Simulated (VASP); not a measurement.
# LaTe (I4/mmm) in VASP: a series of runs, part 2 of 2

VASP 6.6.1. Earlier steps stand in the parts before.

## Step 3: Electric field gradients, LDA (zz strain of +1 %)

Contents of INCAR:

```
SYSTEM = LaTe
PREC = Accurate
ENCUT = 520
EDIFF = 1E-8
ISMEAR = -1
SIGMA = 0.08
LREAL = .False.
LASPH = .True.
NELM = 60
ALGO = Normal
ISIF = 2
LWAVE = .False.
LCHARG = .False.
LEFG = .True.
NBANDS = 16
```

Contents of KPOINTS:

```
Automatic mesh
0
Gamma
  10 10 10
  0 0 0
```

Contents of POSCAR:

```
LaTe
1.0
    0.0000000000      3.2110000000      3.2431100000
    3.2110000000      0.0000000000      3.2431100000
    3.2110000000      3.2110000000      0.0000000000
La Te
1 1
Direct
    0.0000000000      0.0000000000      0.0000000000
    0.5000000000      0.5000000000      0.5000000000
```

Potentials or basis: VASP PAW LDA potentials, release 64 (La, Te).

Started as:

```bash
$ cat potpaw_LDA.64/La/POTCAR potpaw_LDA.64/Te/POTCAR > POTCAR
$ mpirun -np 1 vasp_std > vasp.out
```

OUTCAR:

```text
SYSTEM = LaTe
   PREC = Accurate
   ENCUT = 520
   EDIFF = 1E-8
   ISMEAR = -1
   LREAL = .False.
   LASPH = .True.
   NELM = 60
   ISIF = 2

 ion  position               nearest neighbor table
   1  0.000  0.000  0.000-   2 3.21   2 3.21   2 3.21   2 3.21   2 3.24   2 3.24
   2  0.500  0.500  0.500-   1 3.21   1 3.21   1 3.21   1 3.21   1 3.24   1 3.24

  LATTYP: Found a body centered tetragonal cell.
 ALAT       =     4.5410397488
 C/A-ratio  =     1.4283556980

  Lattice vectors:

 A1 = (  -3.2110000000,   0.0000000000,   3.2431100000)
 A2 = (   3.2110000000,   0.0000000000,   3.2431100000)
[... 669 lines left out ...]
  free  energy   TOTEN  =       -12.6107167575 eV

  energy  without entropy=      -12.5780396634  energy(sigma->0) =      -12.59437821

 Electric field gradients (V/A^2)
---------------------------------------------------------------------
 ion       V_xx      V_yy      V_zz      V_xy      V_xz      V_yz
---------------------------------------------------------------------
   1      -7.047    -7.047    14.094    -0.000    -0.000    -0.000
   2      -7.737    -7.737    15.474    -0.000    -0.000    -0.000
---------------------------------------------------------------------

 Electric field gradients after diagonalization (V/A^2)
 (convention: |V_zz| > |V_xx| > |V_yy|)
----------------------------------------------------------------------
 ion       V_xx      V_yy      V_zz     asymmetry (V_yy - V_xx)/ V_zz
----------------------------------------------------------------------
   1      -7.047    -7.047    14.094       0.000
   2      -7.737    -7.737    15.474       0.000
----------------------------------------------------------------------

           NMR quadrupolar parameters

 Cq : quadrupolar parameter    Cq=e*Q*V_zz/h
 eta: asymmetry parameters     (V_yy - V_xx)/ V_zz
 Q  : nuclear electric quadrupole moment in mb (millibarn)
----------------------------------------------------------------------
 ion       Cq(MHz)       eta       Q (mb)
----------------------------------------------------------------------
   1       0.034       0.000       1.000
   2       0.037       0.000       1.000
----------------------------------------------------------------------
```

OSZICAR:

```text
N       E                     dE             d eps       ncg     rms          rms(c)
DAV:   1     0.133808092340E+03    0.13381E+03   -0.57731E+03  3264   0.125E+03
DAV:   2     0.227684854600E+01   -0.13153E+03   -0.11904E+03  4144   0.189E+02
DAV:   3    -0.119072104252E+02   -0.14184E+02   -0.13876E+02  4656   0.965E+01
DAV:   4    -0.126795189319E+02   -0.77231E+00   -0.76586E+00  5624   0.177E+01
DAV:   5    -0.126971542073E+02   -0.17635E-01   -0.17581E-01  4376   0.248E+00    0.371E+00
DAV:   6    -0.126254780135E+02    0.71676E-01   -0.28062E-01  5264   0.444E+00    0.243E+00
DAV:   7    -0.126136498837E+02    0.11828E-01   -0.18195E-02  4240   0.764E-01    0.117E+00
DAV:   8    -0.126109108780E+02    0.27390E-02   -0.72048E-03  5536   0.446E-01    0.121E-01
DAV:   9    -0.126107465651E+02    0.16431E-03   -0.23013E-03  5352   0.264E-01    0.483E-02
DAV:  10    -0.126107186161E+02    0.27949E-04   -0.14927E-04  5520   0.971E-02    0.358E-02
DAV:  11    -0.126107181266E+02    0.48945E-06   -0.75247E-05  5736   0.570E-02    0.105E-02
DAV:  12    -0.126107168659E+02    0.12607E-05   -0.71718E-06  5544   0.212E-02    0.490E-03
DAV:  13    -0.126107167934E+02    0.72534E-07   -0.46470E-07  5624   0.510E-03    0.182E-03
DAV:  14    -0.126107167646E+02    0.28733E-07   -0.56074E-07  5608   0.431E-03    0.102E-03
DAV:  15    -0.126107167575E+02    0.71182E-08   -0.36532E-08  4616   0.144E-03
   1 F= -.12610717E+02 E0= -.12594378E+02  d E =-.326771E-01
```

It took 2.9 min on 1 thread of Intel Xeon Platinum 8375C at 2.90GHz (Ice Lake), shared host; peak memory 0.28 GiB.

Results:

* Free energy: -12.6107 eV
* Pressure: -2.7 GPa

Electric field gradients, principal values (V/Å²):
```csv
atom,least,middle,greatest (by size)
1 La,-7.047,-7.047,14.094
2 Te,-7.737,-7.737,15.474
```

Caveat: the cell differs from its parent crystal (zz strain of +1 %); without QUAD_EFG the Cq values of the log hold for a quadrupole moment of 1 mb, not for the nuclei; spin-orbit coupling is left out, which moves the levels of the heavy elements.

## Step 4: Electric field gradients, LDA (zz strain of +2 %)

Contents of INCAR:

```
PREC     = Accurate       # precision mode
ENCUT    = 520            # plane-wave cutoff, eV
EDIFF    = 1E-8           # SCF threshold, eV
ISMEAR   = -1             # smearing method
SIGMA    = 0.08           # smearing width, eV
LREAL    = F              # projectors in reciprocal space
LASPH    = T              # aspherical terms in the spheres
NELM     = 80             # most SCF steps
ALGO     = Normal         # electronic algorithm
ISIF     = 2              # what is computed and relaxed
LWAVE    = F              # write WAVECAR
LCHARG   = F              # write CHGCAR
LEFG     = T            
NBANDS   = 16             # bands
```

Contents of KPOINTS:

```
Automatic mesh
0
Gamma
  10 10 10
```

Contents of POSCAR:

```
LaTe
1.0
    0.0000000000      3.2110000000      3.2752200000
    3.2110000000      0.0000000000      3.2752200000
    3.2110000000      3.2110000000      0.0000000000
La Te
1 1
Direct
    0.0000000000      0.0000000000      0.0000000000
    0.5000000000      0.5000000000      0.5000000000
```

Potentials or basis: VASP PAW LDA potentials, release 64 (La, Te).

Started as:

```bash
$ cat potpaw_LDA.64/La/POTCAR potpaw_LDA.64/Te/POTCAR > POTCAR
$ mpirun -np 1 vasp_std > vasp.out
```

OUTCAR:

```text
PREC = Accurate
   ENCUT = 520
   EDIFF = 1E-8
   ISMEAR = -1
   LREAL = F
   LASPH = T
   NELM = 80
   ISIF = 2

 ion  position               nearest neighbor table
   1  0.000  0.000  0.000-   2 3.21   2 3.21   2 3.21   2 3.21   2 3.28   2 3.28
   2  0.500  0.500  0.500-   1 3.21   1 3.21   1 3.21   1 3.21   1 3.28   1 3.28

  LATTYP: Found a body centered tetragonal cell.
 ALAT       =     4.5410397488
 C/A-ratio  =     1.4424978336

  Lattice vectors:

 A1 = (  -3.2110000000,   0.0000000000,   3.2752200000)
 A2 = (   3.2110000000,   0.0000000000,   3.2752200000)
 A3 = (   0.0000000000,   3.2110000000,  -3.2752200000)
[... 668 lines left out ...]
  free  energy   TOTEN  =       -12.5939094043 eV

  energy  without entropy=      -12.5610002395  energy(sigma->0) =      -12.57745482

 Electric field gradients (V/A^2)
---------------------------------------------------------------------
 ion       V_xx      V_yy      V_zz      V_xy      V_xz      V_yz
---------------------------------------------------------------------
   1     -13.739   -13.739    27.478    -0.000     0.000     0.000
   2     -15.051   -15.051    30.103    -0.000    -0.000    -0.000
---------------------------------------------------------------------

 Electric field gradients after diagonalization (V/A^2)
 (convention: |V_zz| > |V_xx| > |V_yy|)
----------------------------------------------------------------------
 ion       V_xx      V_yy      V_zz     asymmetry (V_yy - V_xx)/ V_zz
----------------------------------------------------------------------
   1     -13.739   -13.739    27.478       0.000
   2     -15.052   -15.051    30.103       0.000
----------------------------------------------------------------------

           NMR quadrupolar parameters

 Cq : quadrupolar parameter    Cq=e*Q*V_zz/h
 eta: asymmetry parameters     (V_yy - V_xx)/ V_zz
 Q  : nuclear electric quadrupole moment in mb (millibarn)
----------------------------------------------------------------------
 ion       Cq(MHz)       eta       Q (mb)
----------------------------------------------------------------------
   1       0.066       0.000       1.000
   2       0.073       0.000       1.000
----------------------------------------------------------------------
```

OSZICAR:

```text
N       E                     dE             d eps       ncg     rms          rms(c)
DAV:   1     0.134077343567E+03    0.13408E+03   -0.57405E+03  3272   0.124E+03
DAV:   2     0.254337853761E+01   -0.13153E+03   -0.11738E+03  4128   0.186E+02
DAV:   3    -0.118817907149E+02   -0.14425E+02   -0.14140E+02  4552   0.976E+01
DAV:   4    -0.126646544866E+02   -0.78286E+00   -0.77565E+00  5704   0.180E+01
DAV:   5    -0.126815757461E+02   -0.16921E-01   -0.16867E-01  4280   0.237E+00    0.366E+00
DAV:   6    -0.126087392454E+02    0.72837E-01   -0.29219E-01  5280   0.447E+00    0.240E+00
DAV:   7    -0.125969397423E+02    0.11800E-01   -0.18865E-02  4144   0.800E-01    0.119E+00
DAV:   8    -0.125941255657E+02    0.28142E-02   -0.82525E-03  5648   0.469E-01    0.123E-01
DAV:   9    -0.125939501436E+02    0.17542E-03   -0.26885E-03  5384   0.287E-01    0.529E-02
DAV:  10    -0.125939112487E+02    0.38895E-04   -0.19255E-04  5520   0.108E-01    0.377E-02
DAV:  11    -0.125939105607E+02    0.68804E-06   -0.76378E-05  5816   0.573E-02    0.970E-03
DAV:  12    -0.125939095237E+02    0.10370E-05   -0.60890E-06  5464   0.199E-02    0.494E-03
DAV:  13    -0.125939094470E+02    0.76736E-07   -0.34982E-07  5512   0.437E-03    0.233E-03
DAV:  14    -0.125939094106E+02    0.36421E-07   -0.60233E-07  5552   0.477E-03    0.806E-04
DAV:  15    -0.125939094043E+02    0.62521E-08   -0.32093E-08  4464   0.129E-03
   1 F= -.12593909E+02 E0= -.12577455E+02  d E =-.329092E-01
```

Run time: 3 min. Hardware: 1 thread of Intel Xeon Platinum 8375C at 2.90GHz (Ice Lake), shared host; peak memory 0.28 GiB.

Results:

```yaml
Free_energy: -12.5939 eV
Pressure: -3.1 GPa
```

Levels at points of the mesh, in eV from the Fermi level:
| k point | band 6 | band 7 | band 8 | band 9 | band 10 | band 11 | band 12 | band 13 |
| --- | --- | --- | --- | --- | --- | --- | --- | --- |
| (0.00, 0.00, 0.00) | -2.33 | -2.27 | -2.27 | -0.10 | 0.04 | 0.04 | 0.58 | 0.70 |
| (0.50, 0.00, 0.00) | -5.19 | -3.85 | -3.84 | 0.72 | 1.03 | 1.03 | 1.23 | 1.24 |
| (0.50, 0.50, 0.00) | -3.69 | -2.65 | -2.65 | -1.57 | 1.13 | 1.13 | 1.19 | 1.19 |
| (0.50, 0.00, 0.50) | -3.58 | -2.74 | -2.68 | -1.57 | 1.10 | 1.13 | 1.19 | 1.20 |

Electric field gradients, principal values (V/Å²):
```tsv
atom	least	middle	greatest (by size)
1 La	-13.739	-13.739	27.478
2 Te	-15.051	-15.052	30.103
```

Caveat: the cell differs from its parent crystal (zz strain of +2 %); without QUAD_EFG the Cq values of the log hold for a quadrupole moment of 1 mb, not for the nuclei; spin-orbit coupling is left out, which moves the levels of the heavy elements.
